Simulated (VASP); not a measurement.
Write the native input for VASP 6.6.1 that does the following.

```
Task                   : relaxation of cell and atoms
Functional             : r2SCAN
Potentials or basis    : VASP PAW PBE potentials, release 64 (Ca_sv)
Cutoff                 : 600 eV
k mesh                 : 13 × 13 × 13
Occupations            : fermi-dirac, width 0.1 eV
Spin                   : no spin polarisation
Dipole correction      : no
Further INCAR settings : ALGO = Normal; EDIFF = 1e-06; IBRION = 2; EDIFFG = -0.01; NSW = 80; ISIF = 3
```

The system is Ca.

```
Ca
1.0
     0.00000    2.79420    2.79420
     2.79420    0.00000    2.79420
     2.79420    2.79420    0.00000
Ca
1
Direct
  0.00000 0.00000 0.00000
```

One way to write it, as run:

POSCAR

```
Ca
1.0
    0.0000000000      2.7942000000      2.7942000000
    2.7942000000      0.0000000000      2.7942000000
    2.7942000000      2.7942000000      0.0000000000
Ca
1
Direct
    0.0000000000      0.0000000000      0.0000000000
```

INCAR.step1

```
PREC = Accurate ; ENCUT = 600
ISMEAR = -1 ; SIGMA = 0.1
LREAL = F ; LASPH = T
NELM = 100 ; GGA = PE
ALGO = Normal ; EDIFF = 1E-4
LWAVE = T ; LCHARG = F
```

INCAR.step2

```
PREC = Accurate ; ENCUT = 600
EDIFF = 1E-6 ; ISMEAR = -1
SIGMA = 0.1 ; LREAL = F
LASPH = T ; NELM = 100
ALGO = Normal ; ISIF = 3
LWAVE = F ; LCHARG = F
METAGGA = R2SCAN ; LMIXTAU = T
IBRION = 2 ; NSW = 80
EDIFFG = -0.01 ; ISTART = 1
```

KPOINTS

```
Automatic mesh
0
Gamma
  13 13 13
```

Potentials or basis: VASP PAW PBE potentials, release 64 (Ca_sv).

Command:

```sh
$ cat potpaw_PBE.64/Ca_sv/POTCAR > POTCAR
$ cp INCAR.step1 INCAR
$ mpirun -np 1 vasp_std > vasp.out
$ cp INCAR.step2 INCAR
$ mpirun -np 1 vasp_std > vasp.out
```

It gave:

* Relaxed volume: 43.43 Å³/atom
* Relaxed cell: a = 3.945 Å, b = 3.945 Å, c = 3.945 Å, α = 60.00°, β = 60.00°, γ = 60.00°
* Space group after relaxing (to 0.1 Å): Fm-3m (No. 225)
* Energy gained by relaxing: 0.1 meV/atom
* Ionic steps: 2
* Pressure after relaxing: 0.0 GPa
* Band gap on the k mesh: zero (bands 5 and 6 overlap by 0.42 eV)

Caveat: the PAW data sets were made with another functional, which shifts forces and pressure a little.

Wall time 4.7 min on 1 thread of Oxide Virtual Turin-like Processor (shared host), peak memory 0.19 GiB.
